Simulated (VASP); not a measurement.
# AlCo (WC type) (P-6m2) in VASP: a series of runs

The runs below take AlCo (WC type) through single point, with PBE.

Everything below comes from runs of VASP 6.6.1. Logs are shortened: lines on timing, memory, paths and dates and some standing lists are left out, and cuts for length are marked.

### Step 1. The cell of the first run

Symmetry: P-6m2, No. 187, hexagonal system. The conventional cell has a = 2.604 Å, b = 2.604 Å, c = 3.685 Å, α = 90.00°, β = 90.00°, γ = 120.00°. Within 3.1 Å of Co (site symmetry -6m2) lie 6 Al at 2.38 Å and 6 Co at 2.60 Å. Within 3.1 Å of Al (site symmetry -6m2) lie 6 Co at 2.38 Å and 6 Al at 2.60 Å.

### Step 2. Single point, PBE

INCAR reads:

```
PREC = Accurate
ENCUT = 520
EDIFF = 1E-6
ISMEAR = -1
SIGMA = 0.08
LREAL = F
LASPH = T
NELM = 60
ALGO = Normal
ISIF = 2
LWAVE = F
LCHARG = T
GGA = PE
LELF = T
LVHAR = T
NBANDS = 13
```

KPOINTS reads:

```
Automatic mesh
0
Gamma
  15 15 13
```

POSCAR reads:

```
AlCo
1.0
    2.6037275395      0.0000000000      0.0000000000
   -1.3018637698      2.2548941938      0.0000000000
    0.0000000000      0.0000000000      3.6850986673
Co Al
1 1
Direct
    0.0000000000      0.0000000000      0.0000000000
    0.3333333333      0.6666666667      0.5000000000
```

Potentials or basis: VASP PAW PBE potentials, release 64 (Co, Al).

Started as:

```
$ cat potpaw_PBE.64/Co/POTCAR potpaw_PBE.64/Al/POTCAR > POTCAR
$ mpirun -np 1 vasp_std > vasp.out
```

OUTCAR:

```text
PREC = Accurate
   ENCUT = 520
   EDIFF = 1E-6
   ISMEAR = -1
   LREAL = F
   LASPH = T
   NELM = 60
   ISIF = 2
   GGA = PE

 ion  position               nearest neighbor table
   1  0.000  0.000  0.000-   2 2.38   2 2.38   2 2.38   2 2.38   2 2.38   2 2.38
   2  0.333  0.667  0.500-   1 2.38   1 2.38   1 2.38   1 2.38   1 2.38   1 2.38

  LATTYP: Found a hexagonal cell.
 ALAT       =     2.6037275395
 C/A-ratio  =     1.4153165458

  Lattice vectors:

 A1 = (   2.6037275395,   0.0000000000,   0.0000000000)
 A2 = (  -1.3018637698,   2.2548941938,   0.0000000000)
 A3 = (   0.0000000000,   0.0000000000,   3.6850986673)

Analysis of symmetry for initial positions (statically):
=====================================================================
 Subroutine PRICEL returns:
 Original cell was already a primitive cell.

 Routine SETGRP: Setting up the symmetry group for a
 hexagonal supercell.

 Subroutine GETGRP returns: Found 12 space group operations
 (whereof 12 operations were pure point group operations)
 out of a pool of 24 trial point group operations.

The static configuration has the point symmetry D_3h.

Analysis of symmetry for dynamics (positions and initial velocities):
=====================================================================
 Subroutine PRICEL returns:
 Original cell was already a primitive cell.

 Routine SETGRP: Setting up the symmetry group for a
 hexagonal supercell.

 Subroutine GETGRP returns: Found 12 space group operations
 (whereof 12 operations were pure point group operations)
 out of a pool of 24 trial point group operations.

The dynamic configuration has the point symmetry D_3h.

 Subroutine INISYM returns: Found 12 space group operations
 (whereof 12 operations are pure point group operations),
 and found     1 'primitive' translations

----------------------------------------------------------------------------------------

                                     Primitive cell

  volume of cell :      21.6357

  direct lattice vectors                    reciprocal lattice vectors
     2.603727539  0.000000000  0.000000000     0.384064763  0.221739894  0.000000000
    -1.301863770  2.254894194  0.000000000     0.000000000  0.443479788  0.000000000
     0.000000000  0.000000000  3.685098667     0.000000000  0.000000000  0.271363155

  length of vectors
     2.603727539  2.603727540  3.685098667     0.443479788  0.443479788  0.271363155

  position of ions in fractional coordinates (direct lattice)
     0.000000000  0.000000000  0.000000000
     0.333333333  0.666666667  0.500000000

  ion indices of the primitive-cell ions
   primitive index   ion index
                 1           1
                 2           2

----------------------------------------------------------------------------------------

 KPOINTS: Automatic mesh

Automatic generation of k-mesh.
 Grid dimensions read from file:
 generate k-points for:   15   15   13

 Generating k-lattice:

  Cartesian coordinates                     Fractional coordinates (reciprocal lattice)
     0.025604318  0.014782660  0.000000000     0.066666667  0.000000000  0.000000000
     0.000000000  0.029565319  0.000000000     0.000000000  0.066666667  0.000000000
     0.000000000  0.000000000  0.020874089     0.000000000  0.000000000  0.076923077

  Length of vectors
     0.029565319  0.029565319  0.020874089

  Shift w.r.t. Gamma in fractional coordinates (k-lattice)
     0.000000000  0.000000000  0.000000000

 Subroutine IBZKPT returns following result:
 ===========================================

 Found    189 irreducible k-points:

 Following reciprocal coordinates:
            Coordinates               Weight
  0.000000  0.000000  0.000000      1.000000
  0.066667  0.000000  0.000000      6.000000
  0.133333 -0.000000  0.000000      6.000000
  0.200000  0.000000  0.000000      6.000000
  0.266667 -0.000000  0.000000      6.000000
  0.333333  0.000000  0.000000      6.000000
[... 16 lines left out ...]
  0.333333  0.200000  0.000000     12.000000
  0.400000  0.200000  0.000000      6.000000
 [... further k-points ...]
   k-points           NKPTS =    189   k-points in BZ     NKDIM =    189   number of bands    NBANDS=     13
   number of dos      NEDOS =    301   number of ions     NIONS =      2
   total plane-waves  NPLWV =  11200
   dimension x,y,z NGX =    20 NGY =   20 NGZ =   28
   dimension x,y,z NGXF=    40 NGYF=   40 NGZF=   56
   ions per type =               1   1
   NGX,Y,Z   is equivalent  to a cutoff of  12.77, 12.77, 12.63 a.u.
   NGXF,Y,Z  is equivalent  to a cutoff of  25.54, 25.54, 25.26 a.u.
 SYSTEM =  unknown system
   PREC   = accura    normal or accurate (medium, high low for compatibility)
   ISTART =      0    job   : 0-new  1-cont  2-samecut
   ICHARG =      2    charge: 1-file 2-atom 10-const
   ISPIN  =      1    spin polarized calculation?
   LNONCOLLINEAR =      F non collinear calculations
   LSORBIT =      F    spin-orbit coupling
   LASPH  =      T    aspherical Exc in radial PAW
   ENCUT  =  520.0 eV  38.22 Ry    6.18 a.u.   4.84  4.84  6.85*2*pi/ulx,y,z
   NELM   =     60;   NELMIN=  2; NELMDL= -5     # of ELM steps
   EDIFF  = 0.1E-05   stopping-criterion for ELM
   LREAL  =      F    real-space projection
   EDIFFG = 0.1E-04   stopping-criterion for IOM
   NSW    =      0    number of steps for IOM
   IBRION =     -1    ionic relax: 0-MD 1-quasi-New 2-CG
   NFREE  =      0    steps in history (QN), initial steepest desc. (CG)
   ISIF   =      2    stress and relaxation
   ISYM   =      2    0-nonsym 1-usesym 2-fastsym
   POTIM  = 0.5000    time-step for ionic-motion
   TEBEG  =    0.0;   TEEND  =   0.0 temperature during run
   PSTRESS=    0.0 pullay stress
   NELECT =      12.0000    total number of electrons
   NUPDOWN=      -1.0000    fix difference up-down
   EMIN   =  10.00;   EMAX   =-10.00  energy-range for DOS
   EFERMI =   0.00;   METHOD = LEGACY
   ISMEAR =    -1;   SIGMA  =   0.08  broadening in eV -4-tet -1-fermi 0-gaus
   EFERMI_NEDOS =   21; number of points for ismear=-14 and -15
   IALGO  =     38    algorithm
   IMIX   =      4    mixing-type and parameters
     AMIX     =   0.40;   BMIX     =  1.00
     AMIX_MAG =   1.60;   BMIX_MAG =  1.00
  volume/ion in A,a.u.               =      10.82        73.00
  Fermi-wavevector in a.u.,A,eV,Ry     =   1.345070  2.541814 24.615851  1.809214
  Thomas-Fermi vector in A             =   2.473013
   LORBIT       =      0    0 simple, 1 ext, 2 COOP (PROOUT), +10 PAW based schemes
   GGA     = PE    functional components
   LHFCALC =     F    Hartree Fock is set to
   AEXX    =    0.0000 exact exchange contribution
   IVDW    =     0    specifies the selected vdW correction
   LEPSILON=     F    determine dielectric tensor
   LRPA    =     F    only Hartree local field effects (RPA)
 non-spin polarized calculation
  energy-cutoff  :      520.00
  volume of cell :       21.64
 maximum number of plane-waves:       609
 NGX is ok and might be reduce to    20
   NGX =  9   NGY =  9   NGZ = 13

 number of electron      11.9999998 magnetization

 Free energy of the ion-electron system (eV)
  ---------------------------------------------------
  ext. energy  EPLUGINS =         0.00000000
  ---------------------------------------------------
  free energy    TOTEN  =       -11.25278886 eV

  energy without entropy =      -11.21608062  energy(sigma->0) =      -11.23443474

 E-fermi :  11.3454     XC(G=0): -12.5972

 val. band max:       11.3201862869   @ k =   0.3333   0.0667   0.4615
 cond. band min:      11.3472581547   @ k =   0.2667   0.2000   0.3077
 fundamental gap:      0.0270718678
 Fermi energy:        11.3454220658

 k-point     1 :       0.0000    0.0000    0.0000
  band No.  band energies     occupation
      1      -0.2149      2.00000
      2       7.5621      2.00000
      3       9.7766      2.00000
      4       9.7766      2.00000
      5       9.9248      2.00000
      6      10.7413      1.99895
      7      10.7413      1.99895
      8      15.4695      0.00000
      9      25.5630      0.00000
     10      25.5630      0.00000
     11      28.3327      0.00000
     12      28.3327      0.00000
     13      29.0694      0.00000

 k-point     2 :       0.0667    0.0000    0.0000
  band No.  band energies     occupation
      1      -0.0831      2.00000
      2       7.6446      2.00000
      3       9.6320      2.00000
      4       9.7140      2.00000
      5       9.8401      2.00000
      6      10.7221      1.99917
      7      11.1324      1.86966
      8      15.5060      0.00000
      9      24.0497      0.00000
     10      24.9421      0.00000
     11      27.5411      0.00000
     12      29.1294      0.00000
     13      30.6227      0.00000

 k-point     3 :       0.1333   -0.0000    0.0000
  band No.  band energies     occupation
      1       0.3091      2.00000
      2       7.8703      2.00000
      3       9.2049      2.00000
      4       9.5457      2.00000
      5      10.0240      2.00000
      6      10.6680      1.99958
      7      11.8528      0.00351
      8      15.6139      0.00000
      9      21.5259      0.00000
     10      23.8664      0.00000
     11      26.6052      0.00000
     12      30.0292      0.00000
     13      30.7227      0.00000

 k-point     4 :       0.2000    0.0000    0.0000
  band No.  band energies     occupation
      1       0.9524      2.00000
      2       8.1623      2.00000
      3       8.8362      2.00000
      4       9.3313      2.00000
      5      10.3073      2.00000
      6      10.5890      1.99984
      7      12.7049      0.00000
      8      15.7688      0.00000
      9      19.0848      0.00000
     10      22.8247      0.00000
     11      25.6851      0.00000
     12      27.7939      0.00000
     13      32.0205      0.00000

 k-point     5 :       0.2667   -0.0000    0.0000
  band No.  band energies     occupation
      1       1.8294      2.00000
      2       8.3512      2.00000
      3       8.5465      2.00000
      4       9.1731      2.00000
      5      10.4993      1.99995
      6      10.6540      1.99965
      7      13.6568      0.00000
      8      15.6816      0.00000
      9      17.2635      0.00000
     10      21.9151      0.00000
     11      24.8319      0.00000
     12      25.6450      0.00000
     13      30.5516      0.00000
[... 257 lines left out ...]
 k-point    22 :       0.2667    0.2000    0.0000
  band No.  band energies     occupation
      1       4.2846      2.00000
      2       8.2914      2.00000
      3       8.4249      2.00000
      4       8.8131      2.00000
      5       9.8889      2.00000
      6      11.4056      0.64066
      7      14.1244      0.00000
      8      15.5120      0.00000
      9      16.2180      0.00000
     10      19.1074      0.00000
     11      23.3122      0.00000
     12      25.2529      0.00000
     13      26.1535      0.00000

 k-point    23 :       0.3333    0.2000    0.0000
  band No.  band energies     occupation
      1       5.4956      2.00000
      2       7.9424      2.00000
      3       8.4424      2.00000
      4       8.5113      2.00000
      5       9.7145      2.00000
      6      11.5387      0.16390
      7      13.2376      0.00000
      8      15.2120      0.00000
      9      17.3348      0.00000
     10      19.9436      0.00000
     11      21.8240      0.00000
     12      24.4691      0.00000
     13      24.7928      0.00000

 k-point    24 :       0.4000    0.2000    0.0000
  band No.  band energies     occupation
      1       6.3222      2.00000
      2       7.4321      2.00000
      3       8.3665      2.00000
      4       8.4562      2.00000
      5       9.6466      2.00000
      6      11.5777      0.10399
      7      12.9603      0.00000
      8      15.1021      0.00000
      9      17.9504      0.00000
     10      20.5140      0.00000
     11      21.0651      0.00000
     12      23.6129      0.00000
     13      24.6592      0.00000

 [... further k-points ...]

------------------------ aborting loop because EDIFF is reached ----------------------------------------

  FORCE on cell =-STRESS in cart. coord.  units (eV):
  Direction    XX          YY          ZZ          XY          YZ          ZX
  --------------------------------------------------------------------------------------
  -------------------------------------------------------------------------------------
  Total        3.3710403      3.3710403      3.3076420     -0.0000000      0.0000000     -0.0000000
  in kB      249.6339797    249.6339797    244.9391770     -0.0000000      0.0000000     -0.0000000
  external PRESSURE =     248.0690454 kB  Pullay stress =       0.0000000 kB

 VOLUME and BASIS-vectors are now :
 -----------------------------------------------------------------------------
  energy-cutoff  :      520.00
  volume of cell :       21.64
      direct lattice vectors                 reciprocal lattice vectors
     2.603727539  0.000000000  0.000000000     0.384064763  0.221739894  0.000000000
    -1.301863770  2.254894194  0.000000000     0.000000000  0.443479788  0.000000000
     0.000000000  0.000000000  3.685098667     0.000000000  0.000000000  0.271363155

 POSITION                                       TOTAL-FORCE (eV/Angst)
 -----------------------------------------------------------------------------------
      0.00000      0.00000      0.00000         0.000000     -0.000000      0.000000
     -0.00000      1.50326      1.84255        -0.000000      0.000000      0.000000
 -----------------------------------------------------------------------------------
    total drift:                                0.000000     -0.000000      0.000000

  FREE ENERGIE OF THE ION-ELECTRON SYSTEM (eV)
  ---------------------------------------------------
  free  energy   TOTEN  =       -11.2527888564 eV

  energy  without entropy=      -11.2160806153  energy(sigma->0) =      -11.23443474
```

Wall time 33 s (1 thread of Intel Xeon Platinum 8375C at 2.90GHz (Ice Lake), shared host); peak memory 0.17 GiB.

Results:

- Free energy: -11.2528 eV
- Pressure: 24.8 GPa
- Band gap on the k mesh: zero (band 6 reaches 12.34 eV, above the bottom of band 7 at 10.46 eV)

Spin polarisation is off, so any magnetic state and its effect on volume and gap are missing.

### Step 3. Single point, PBE

INCAR reads:

```
PREC = Accurate ; ENCUT = 520
EDIFF = 1E-6 ; ISMEAR = -1
SIGMA = 0.08 ; LREAL = F
LASPH = T ; NELM = 60
ALGO = Normal ; ISIF = 2
LWAVE = F ; LCHARG = T
GGA = PE ; LELF = T
LVHAR = T ; NBANDS = 13
```

KPOINTS reads:

```
regular mesh
0
Gamma
  15 15 13
```

POSCAR reads:

```
AlCo
1.0
    2.6026978332      0.0000000000      0.0000000000
   -1.3013489166      2.2540024420      0.0000000000
    0.0000000000      0.0000000000      3.6855441578
Co Al
1 1
Direct
    0.0000000000      0.0000000000      0.0000000000
    0.3333333333      0.6666666667      0.5000000000
```

Potentials or basis: VASP PAW PBE potentials, release 64 (Co, Al).

Started as:

```
$ cat potpaw_PBE.64/Co/POTCAR potpaw_PBE.64/Al/POTCAR > POTCAR
$ mpirun -np 1 vasp_std > vasp.out
```

Wall time 35 s (1 thread of Intel Xeon Platinum 8375C at 2.90GHz (Ice Lake), shared host); peak memory 0.18 GiB.

It converged, with:

```yaml
Free_energy: -11.2505 eV
Pressure: 25.0 GPa
Band_gap_on_the_k_mesh: zero (band 6 reaches 12.35 eV, above the bottom of band 7 at 10.47 eV)
```

Stress tensor (GPa, compression positive):
```
25.17  0.00  0.00
 0.00 25.17  0.00
 0.00  0.00 24.58
```

Levels at points of the mesh, in eV from the Fermi level:
```
           k point  band 4  band 5  band 6  band 7  band 8  band 9
(0.00, 0.00, 0.00)   -1.57   -1.43   -0.60   -0.60    4.12   14.23
```

Spin polarisation is off, so any magnetic state and its effect on volume and gap are missing.
